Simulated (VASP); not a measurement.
## CsBr: single point with r2SCAN

The system is CsBr.

```
Cs Br
1.0
     4.29659    0.00000    0.00000
     0.00000    4.29659    0.00000
     0.00000    0.00000    4.29659
Cs Br
1 1
Direct
  0.00000 0.00000 0.00000
  0.50000 0.50000 0.50000
```

| Item | Value |
| --- | --- |
| Program | VASP 6.6.1 |
| Task | single point |
| Functional | r2SCAN |
| Potentials or basis | VASP PAW PBE potentials, release 64 (Cs_sv, Br) |
| Cutoff | 550 eV |
| k mesh | 6 × 6 × 6 |
| Occupations | fermi-dirac, width 0.05 eV |
| Spin | no spin polarisation |
| Dipole correction | no |
| Further INCAR settings | ALGO = Normal; EDIFF = 1e-06; NBANDS = 15 |

| Item | Value |
| --- | --- |
| Pressure | 0.4 GPa |
| Band gap on the k mesh | 5.26 eV |

Levels at points of the mesh, in eV from the valence-band top:
```csv
k point,band 5,band 6,band 7,band 8,band 9,band 10,band 11,band 12
"(0.00, 0.00, 0.00)",-6.54,0.00,0.00,0.00,5.26,5.41,5.41,9.80
"(0.50, 0.00, 0.00)",-6.43,-1.29,-0.20,-0.20,6.44,7.93,8.47,8.94
"(0.50, 0.50, 0.00)",-6.37,-0.58,-0.58,0.00,5.85,6.12,7.86,7.86
"(0.50, 0.50, 0.50)",-6.94,-1.16,-1.16,-1.16,8.97,8.97,8.97,9.86
```

Wall time 61 s on 1 thread of Intel(R) Xeon(R) Platinum 8375C CPU @ 2.90GHz (Ice Lake), with other jobs on the host, peak memory 0.22 GiB.

Caveat: the PAW data sets were made with another functional, which shifts forces and pressure a little; spin-orbit coupling is left out, which moves the levels of the heavy elements. A k mesh can miss the band edges.
